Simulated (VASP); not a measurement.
# Al2O3 (R-3c) in VASP: a series of runs

The runs below take Al2O3 through single point, with PBE.

Everything below comes from runs of VASP 6.6.1. Logs are shortened: lines on timing, memory, paths and dates and some standing lists are left out, and cuts for length are marked.

### 1 The cell of the first run

It takes space group R-3c (No. 167, trigonal). The conventional cell has a = 5.179 Å, b = 5.179 Å, c = 11.308 Å, α = 90.00°, β = 90.00°, γ = 120.00°. Al (site symmetry 3) has 6 O at 1.91 to 1.98 Å and 1 Al at 2.14 Å within 2.5 Å. Within 2.5 Å of O (site symmetry 2) lie 4 Al at 1.91 to 1.98 Å and 2 O at 2.48 Å.

### 2 Single point, PBE

INCAR reads:

```
SYSTEM = Al2O3
ALGO = Normal
EDIFF = 1E-7
ENCUT = 520
GGA = PE
ISIF = 2
ISMEAR = 0
LASPH = .True.
LCHARG = .False.
LREAL = .False.
LWAVE = .False.
NBANDS = 35
NELM = 60
PREC = Accurate
SIGMA = 0.05
```

KPOINTS reads:

```
k-points
0
Gamma
  6 6 6
  0 0 0
```

POSCAR reads:

```
Al2O3
1.0
    2.5897113169      1.4951705259      3.7692384980
   -2.5897113169      1.4951705259      3.7692384980
    0.0000000000     -2.9903410518      3.7692384980
Al O
4 6
Direct
    0.8445081524      0.8445081524      0.8445081524
    0.6554918476      0.6554918476      0.6554918476
    0.1554918476      0.1554918476      0.1554918476
    0.3445081524      0.3445081524      0.3445081524
    0.0561574040      0.4438425960      0.7500000000
    0.7500000000      0.0561574040      0.4438425960
    0.4438425960      0.7500000000      0.0561574040
    0.9438425960      0.5561574040      0.2500000000
    0.2500000000      0.9438425960      0.5561574040
    0.5561574040      0.2500000000      0.9438425960
```

Potentials or basis: VASP PAW PBE potentials, release 64 (Al, O).

Launch:

```sh
> cat potpaw_PBE.64/Al/POTCAR potpaw_PBE.64/O/POTCAR > POTCAR
> mpirun -np 1 vasp_std > vasp.out
```

OUTCAR:

```text
SYSTEM = Al2O3
   EDIFF = 1E-7
   ENCUT = 520
   GGA = PE
   ISIF = 2
   ISMEAR = 0
   LASPH = .True.
   LREAL = .False.
   NELM = 60
   PREC = Accurate

 ion  position               nearest neighbor table
   1  0.845  0.845  0.845-   7 1.91   6 1.91   5 1.91   9 1.98   8 1.98  10 1.98   2 2.14   3 3.00
                             3 3.00   3 3.00
   2  0.655  0.655  0.655-   6 1.91   7 1.91   5 1.91  10 1.98   8 1.98   9 1.98   1 2.14   4 3.00
                             4 3.00   4 3.00
   3  0.155  0.155  0.155-  10 1.91   9 1.91   8 1.91   6 1.98   5 1.98   7 1.98   4 2.14   1 3.00
                             1 3.00   1 3.00
   4  0.345  0.345  0.345-   9 1.91  10 1.91   8 1.91   7 1.98   5 1.98   6 1.98   3 2.14   2 3.00
                             2 3.00   2 3.00
   5  0.056  0.444  0.750-   1 1.91   2 1.91   3 1.98   4 1.98
   6  0.750  0.056  0.444-   2 1.91   1 1.91   3 1.98   4 1.98
   7  0.444  0.750  0.056-   1 1.91   2 1.91   4 1.98   3 1.98
   8  0.944  0.556  0.250-   3 1.91   4 1.91   1 1.98   2 1.98
   9  0.250  0.944  0.556-   4 1.91   3 1.91   1 1.98   2 1.98
  10  0.556  0.250  0.944-   3 1.91   4 1.91   2 1.98   1 1.98

  LATTYP: Found a trigonal (rhomboedric) cell.
 ALAT       =     4.8113717858
 COS(alpha) =     0.4205781470

  Lattice vectors:

 A1 = (   2.5897113169,   1.4951705259,   3.7692384980)
 A2 = (  -2.5897113169,   1.4951705259,   3.7692384980)
 A3 = (   0.0000000000,  -2.9903410518,   3.7692384980)

Analysis of symmetry for initial positions (statically):
=====================================================================
 Subroutine PRICEL returns:
 Original cell was already a primitive cell.

 Routine SETGRP: Setting up the symmetry group for a
 trigonal (rhombohedral) supercell.

 Subroutine GETGRP returns: Found 12 space group operations
 (whereof  6 operations were pure point group operations)
 out of a pool of 12 trial point group operations.

The static configuration has the point symmetry S_6 .
 The point group associated with its full space group is D_3d.

Analysis of symmetry for dynamics (positions and initial velocities):
=====================================================================
 Subroutine PRICEL returns:
 Original cell was already a primitive cell.

 Routine SETGRP: Setting up the symmetry group for a
 trigonal (rhombohedral) supercell.

 Subroutine GETGRP returns: Found 12 space group operations
 (whereof  6 operations were pure point group operations)
 out of a pool of 12 trial point group operations.

The dynamic configuration has the point symmetry S_6 .
 The point group associated with its full space group is D_3d.

 Subroutine INISYM returns: Found 12 space group operations
 (whereof  6 operations are pure point group operations),
 and found     1 'primitive' translations

----------------------------------------------------------------------------------------

                                     Primitive cell

  volume of cell :      87.5683

  direct lattice vectors                    reciprocal lattice vectors
     2.589711317  1.495170526  3.769238498     0.193071713  0.111470005  0.088435193
    -2.589711317  1.495170526  3.769238498    -0.193071713  0.111470005  0.088435193
     0.000000000 -2.990341052  3.769238498     0.000000000 -0.222940011  0.088435193

  length of vectors
     4.811371786  4.811371786  4.811371786     0.239839596  0.239839596  0.239839596

  position of ions in fractional coordinates (direct lattice)
     0.844508152  0.844508152  0.844508152
     0.655491848  0.655491848  0.655491848
     0.155491848  0.155491848  0.155491848
     0.344508152  0.344508152  0.344508152
     0.056157404  0.443842596  0.750000000
     0.750000000  0.056157404  0.443842596
     0.443842596  0.750000000  0.056157404
     0.943842596  0.556157404  0.250000000
     0.250000000  0.943842596  0.556157404
     0.556157404  0.250000000  0.943842596

  ion indices of the primitive-cell ions
   primitive index   ion index
                 1           1
                 2           2
                 3           3
                 4           4
                 5           5
                 6           6
                 7           7
                 8           8
                 9           9
                10          10

----------------------------------------------------------------------------------------

 KPOINTS: k-points

Automatic generation of k-mesh.
 Grid dimensions read from file:
 generate k-points for:    6    6    6

 Generating k-lattice:

  Cartesian coordinates                     Fractional coordinates (reciprocal lattice)
     0.032178619  0.018578334  0.014739199     0.166666667  0.000000000 -0.000000000
    -0.032178619  0.018578334  0.014739199     0.000000000  0.166666667 -0.000000000
     0.000000000 -0.037156668  0.014739199    -0.000000000 -0.000000000  0.166666667

  Length of vectors
     0.039973266  0.039973266  0.039973266

  Shift w.r.t. Gamma in fractional coordinates (k-lattice)
     0.000000000  0.000000000  0.000000000

 Subroutine IBZKPT returns following result:
 ===========================================

 Found     32 irreducible k-points:

 Following reciprocal coordinates:
            Coordinates               Weight
  0.000000  0.000000  0.000000      1.000000
  0.166667 -0.000000  0.000000      6.000000
  0.333333  0.000000  0.000000      6.000000
  0.500000 -0.000000  0.000000      3.000000
  0.166667  0.166667  0.000000      6.000000
  0.333333  0.166667  0.000000     12.000000
[... 16 lines left out ...]
  0.500000  0.500000  0.166667      6.000000
 -0.333333  0.500000  0.166667     12.000000
 [... further k-points ...]
   k-points           NKPTS =     32   k-points in BZ     NKDIM =     32   number of bands    NBANDS=     35
   number of dos      NEDOS =    301   number of ions     NIONS =     10
   total plane-waves  NPLWV =  46656
   dimension x,y,z NGX =    36 NGY =   36 NGZ =   36
   dimension x,y,z NGXF=    72 NGYF=   72 NGZF=   72
   ions per type =               4   6
   NGX,Y,Z   is equivalent  to a cutoff of  12.44, 12.44, 12.44 a.u.
   NGXF,Y,Z  is equivalent  to a cutoff of  24.88, 24.88, 24.88 a.u.
 SYSTEM =  Al2O3
   PREC   = accura    normal or accurate (medium, high low for compatibility)
   ISTART =      0    job   : 0-new  1-cont  2-samecut
   ICHARG =      2    charge: 1-file 2-atom 10-const
   ISPIN  =      1    spin polarized calculation?
   LNONCOLLINEAR =      F non collinear calculations
   LSORBIT =      F    spin-orbit coupling
   LASPH  =      T    aspherical Exc in radial PAW
   ENCUT  =  520.0 eV  38.22 Ry    6.18 a.u.   8.95  8.95  8.95*2*pi/ulx,y,z
   NELM   =     60;   NELMIN=  2; NELMDL= -5     # of ELM steps
   EDIFF  = 0.1E-06   stopping-criterion for ELM
   LREAL  =      F    real-space projection
   EDIFFG = 0.1E-05   stopping-criterion for IOM
   NSW    =      0    number of steps for IOM
   IBRION =     -1    ionic relax: 0-MD 1-quasi-New 2-CG
   NFREE  =      0    steps in history (QN), initial steepest desc. (CG)
   ISIF   =      2    stress and relaxation
   ISYM   =      2    0-nonsym 1-usesym 2-fastsym
   POTIM  = 0.5000    time-step for ionic-motion
   TEBEG  =    0.0;   TEEND  =   0.0 temperature during run
   PSTRESS=    0.0 pullay stress
   NELECT =      48.0000    total number of electrons
   NUPDOWN=      -1.0000    fix difference up-down
   EMIN   =  10.00;   EMAX   =-10.00  energy-range for DOS
   EFERMI =   0.00;   METHOD = LEGACY
   ISMEAR =     0;   SIGMA  =   0.05  broadening in eV -4-tet -1-fermi 0-gaus
   EFERMI_NEDOS =   21; number of points for ismear=-14 and -15
   IALGO  =     38    algorithm
   IMIX   =      4    mixing-type and parameters
     AMIX     =   0.40;   BMIX     =  1.00
     AMIX_MAG =   1.60;   BMIX_MAG =  1.00
  volume/ion in A,a.u.               =       8.76        59.09
  Fermi-wavevector in a.u.,A,eV,Ry     =   1.339799  2.531853 24.423286  1.795061
  Thomas-Fermi vector in A             =   2.468162
   LORBIT       =      0    0 simple, 1 ext, 2 COOP (PROOUT), +10 PAW based schemes
   GGA     = PE    functional components
   LHFCALC =     F    Hartree Fock is set to
   AEXX    =    0.0000 exact exchange contribution
   IVDW    =     0    specifies the selected vdW correction
   LEPSILON=     F    determine dielectric tensor
   LRPA    =     F    only Hartree local field effects (RPA)
 non-spin polarized calculation
 Gauss-broadening in eV      SIGMA  =   0.05
  energy-cutoff  :      520.00
  volume of cell :       87.57
 maximum number of plane-waves:      2375
   NGX = 17   NGY = 17   NGZ = 17

 number of electron      47.9999986 magnetization

 Free energy of the ion-electron system (eV)
  ---------------------------------------------------
  ext. energy  EPLUGINS =         0.00000000
  ---------------------------------------------------
  free energy    TOTEN  =       -70.09809168 eV

  energy without entropy =      -70.09809168  energy(sigma->0) =      -70.09809168

 E-fermi :   7.0906     XC(G=0): -11.5486

 val. band max:        6.8748905101   @ k =   0.0000   0.0000   0.0000
 cond. band min:      10.6361813258   @ k =   0.0000   0.0000   0.0000
 fundamental gap:      3.7612908157
 Fermi energy:         7.0905807775

 k-point     1 :       0.0000    0.0000    0.0000
  band No.  band energies     occupation
      1     -13.1941      2.00000
      2     -10.8788      2.00000
      3     -10.8788      2.00000
      4     -10.3622      2.00000
      5     -10.3622      2.00000
      6     -10.0982      2.00000
[... 27 lines left out ...]
     34      18.8324      0.00000
     35      19.9549      0.00000

 k-point     2 :       0.1667   -0.0000    0.0000
  band No.  band energies     occupation
      1     -13.0691      2.00000
      2     -11.0839      2.00000
      3     -10.8691      2.00000
      4     -10.4225      2.00000
      5     -10.3281      2.00000
      6     -10.0931      2.00000
[... 828 lines left out ...]
 k-point    24 :      -0.3333    0.5000    0.1667
  band No.  band energies     occupation
      1     -11.9435      2.00000
      2     -11.5815      2.00000
      3     -11.2876      2.00000
      4     -11.0689      2.00000
      5     -10.3505      2.00000
      6     -10.1737      2.00000
[... 27 lines left out ...]
     34      18.6998      0.00000
     35      18.9133      0.00000

 [... further k-points ...]

------------------------ aborting loop because EDIFF is reached ----------------------------------------

  FORCE on cell =-STRESS in cart. coord.  units (eV):
  Direction    XX          YY          ZZ          XY          YZ          ZX
  --------------------------------------------------------------------------------------
  -------------------------------------------------------------------------------------
  Total      -14.2515984    -14.2515984     38.1985671      0.0000000     -0.0000000     -0.0000000
  in kB     -260.7517357   -260.7517357    698.8930213      0.0000000     -0.0000000     -0.0000000
  external PRESSURE =      59.1298500 kB  Pullay stress =       0.0000000 kB

 VOLUME and BASIS-vectors are now :
 -----------------------------------------------------------------------------
  energy-cutoff  :      520.00
  volume of cell :       87.57
      direct lattice vectors                 reciprocal lattice vectors
     2.589711317  1.495170526  3.769238498     0.193071713  0.111470005  0.088435193
    -2.589711317  1.495170526  3.769238498    -0.193071713  0.111470005  0.088435193
     0.000000000 -2.990341052  3.769238498     0.000000000 -0.222940011  0.088435193

 POSITION                                       TOTAL-FORCE (eV/Angst)
 -----------------------------------------------------------------------------------
      0.00000      0.00000      9.54946         0.000000      0.000000      5.694687
      0.00000      0.00000      7.41212         0.000000     -0.000000     -5.694687
      0.00000      0.00000      1.75826         0.000000     -0.000000     -5.694687
      0.00000      0.00000      3.89560         0.000000     -0.000000      5.694687
     -1.00399     -1.49517      4.71155        -0.379350      0.000000     -0.000000
      1.79685     -0.12190      4.71155         0.189675     -0.328527     -0.000000
     -0.79286      1.61707      4.71155         0.189675      0.328527     -0.000000
      1.00399      1.49517      6.59617         0.379350      0.000000     -0.000000
     -1.79685      0.12190      6.59617        -0.189675      0.328527     -0.000000
      0.79286     -1.61707      6.59617        -0.189675     -0.328527     -0.000000
 -----------------------------------------------------------------------------------
    total drift:                                0.000000      0.000000      0.000000

  FREE ENERGIE OF THE ION-ELECTRON SYSTEM (eV)
  ---------------------------------------------------
  free  energy   TOTEN  =       -70.0980916770 eV

  energy  without entropy=      -70.0980916770  energy(sigma->0) =      -70.09809168
```

Run time: 2.8 min. Hardware: 1 thread of Intel Xeon 8259CL, shared host; peak memory 0.23 GiB.

Results:

| Property | Result |
| --- | --- |
| Free energy | -70.0981 eV |
| Pressure | 5.9 GPa |
| Largest force | 5.695 eV/Å |
| Band gap on the k mesh | 3.76 eV |

Forces in eV/Å, atoms in the order of the input:
```
Al   0.000  0.000  5.695
Al   0.000  0.000 -5.695
Al   0.000  0.000 -5.695
Al   0.000  0.000  5.695
O   -0.379  0.000  0.000
O    0.190 -0.329  0.000
O    0.190  0.329  0.000
O    0.379  0.000  0.000
O   -0.190  0.329  0.000
O   -0.190 -0.329  0.000
```

Caveat: the stress differs along the axes, from -26 to 70 GPa; forces of over 1 eV/Å act on the atoms, so gaps and moduli don't describe the material at rest.

(Part 1 of 2 ends here.)
